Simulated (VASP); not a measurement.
Set up this calculation in VASP 6.6.1, as the native input.

* Task: single point
* Functional: PBE
* Potentials or basis: VASP PAW PBE potentials, release 64 (Y_sv, F)
* Cutoff: 520 eV
* k mesh: 10 × 10 × 10
* Occupations: gaussian, width 0.1 eV
* Spin: collinear spin, ferromagnetic start
* Starting moments: [0.0, 0.64, 0.64, 0.64, 0.64, 0.64, 0.64, 0.64] μB
* Dipole correction: no
* Further INCAR settings: ALGO = Normal; EDIFF = 1e-06; NBANDS = 44

The structure of YF7 lies in POSCAR:

```
YF7
1.0
    0.0000000000      3.5073440839      3.5073440839
    3.5073440839      0.0000000000      3.5073440839
    3.5073440839      3.5073440839      0.0000000000
Y F
1 7
Direct
    0.0000000000      0.0000000000      0.0000000000
    0.5000000000      0.5000000000      0.5000000000
    0.0000000000      0.0000000000      0.5000000000
    0.5000000000      0.0000000000      0.5000000000
    0.0000000000      0.5000000000      0.5000000000
    0.5000000000      0.5000000000      0.0000000000
    0.0000000000      0.5000000000      0.0000000000
    0.5000000000      0.0000000000      0.0000000000
```

These files were run (other wordings do the same):

INCAR

```
SYSTEM = YF7
PREC     = Accurate       ! precision mode
ENCUT    = 520            ! plane-wave cutoff, eV
EDIFF    = 1E-6           ! SCF threshold, eV
ISMEAR   = 0              ! smearing method
SIGMA    = 0.1            ! smearing width, eV
LREAL    = .False.        ! projectors in reciprocal space
LASPH    = .True.         ! aspherical terms in the spheres
NELM     = 150            ! most SCF steps
ALGO     = Normal         ! electronic algorithm
ISIF     = 2              ! what is computed and relaxed
LWAVE    = .False.        ! write WAVECAR
LCHARG   = .False.        ! write CHGCAR
ISPIN    = 2              ! spin polarisation
MAGMOM   = 0 0.64 0.64 0.64 0.64 0.64 0.64 0.64 ! initial moments
LORBIT   = 11             ! projections on sites
LMAXMIX  = 4              ! l up to which the mixer works
GGA      = PE             ! functional
NBANDS   = 44             ! bands
```

KPOINTS

```
regular mesh
0
Gamma
  10 10 10
  0 0 0
```

Potentials or basis: VASP PAW PBE potentials, release 64 (Y_sv, F).

Run with:

```bash
$ cat potpaw_PBE.64/Y_sv/POTCAR potpaw_PBE.64/F/POTCAR > POTCAR
$ mpirun -np 1 vasp_std > vasp.out
```

Results of the run:

```
Pressure                                              : -0.5 GPa
Net moment                                            : -1.50 μB per cell
Site moments                                          : Y +0.01; F -0.85, -0.09 μB
Valence electrons inside the program's atomic spheres : Y 8.99; F 5.79, 5.95
```

Run time: 15 min on 1 thread of Intel(R) Xeon(R) 6975P-C (Granite Rapids), with other jobs on the host, peak memory 0.49 GiB.
